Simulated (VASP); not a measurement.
Wanted: the native input for a VASP 6.6.1 run.

```yaml
Task: single point
Functional: HSE06
Potentials_or_basis: VASP PAW PBE potentials, release 64 (In_d)
Cutoff: 520 eV
k_mesh: 8 × 8 × 8
Occupations: gaussian, width 0.05 eV
Spin: no spin polarisation
Dipole_correction: no
Grid_for_exact_exchange_PRECFOCK: Normal
Further_INCAR_settings: ALGO = Normal; EDIFF = 1e-07; NBANDS = 12
Share_of_exact_exchange: 0.25
Screening_parameter: 0.2079 1/Å
```

Crystal: In.

```xyz
1
Lattice="0.0000 2.3745 2.3745 2.3745 0.0000 2.3745 2.3745 2.3745 0.0000" Properties=species:S:1:pos:R:3 pbc="T T T"
In    0.0000    0.0000    0.0000
```

This isn't the form of In at room conditions, which is tetragonal.

These files were run (other wordings do the same):

POSCAR

```
In
1.0
    0.0000000000      2.3744939686      2.3744939686
    2.3744939686      0.0000000000      2.3744939686
    2.3744939686      2.3744939686      0.0000000000
In
1
Direct
    0.0000000000      0.0000000000      0.0000000000
```

INCAR.step1

```
SYSTEM = In
PREC = Accurate
ENCUT = 520
EDIFF = 1E-5
ISMEAR = 0
SIGMA = 0.05
LREAL = .FALSE.
LASPH = .TRUE.
NELM = 60
ALGO = Normal
ISIF = 2
LWAVE = .TRUE.
NBANDS = 12
GGA = PE
```

INCAR.step2

```
SYSTEM = In
PREC = Accurate
ENCUT = 520
EDIFF = 1E-7
ISMEAR = 0
SIGMA = 0.05
LREAL = .FALSE.
LASPH = .TRUE.
NELM = 60
ALGO = Normal
ISIF = 2
LWAVE = .FALSE.
LCHARG = .TRUE.
GGA = PE
LHFCALC = .TRUE.
HFSCREEN = 0.2079
PRECFOCK = Normal
LELF = .TRUE.
LVHAR = .TRUE.
NBANDS = 12
ISTART = 1
```

KPOINTS

```
Automatic mesh
0
G
  8 8 8
  0 0 0
```

Potentials or basis: VASP PAW PBE potentials, release 64 (In_d).

The run is started by

```console
$ cat potpaw_PBE.64/In_d/POTCAR > POTCAR
$ cp INCAR.step1 INCAR
$ mpirun -np 1 vasp_std > vasp.out
$ cp INCAR.step2 INCAR
$ mpirun -np 1 vasp_std > vasp.out
```

Results of the run:

| Quantity | Value |
| --- | --- |
| Pressure | 0.0 GPa |
| Band gap on the k mesh | zero (an odd number of electrons rules out a gap without spin polarisation) |

Caveat: the PAW data sets were made with another functional, which shifts forces and pressure a little; spin-orbit coupling is left out, which moves the levels of the heavy elements.

Run time: 77 min on 1 thread of Intel(R) Xeon(R) Platinum 8259CL CPU @ 2.50GHz (Skylake/Cascade Lake) (shared host), peak memory 0.28 GiB.
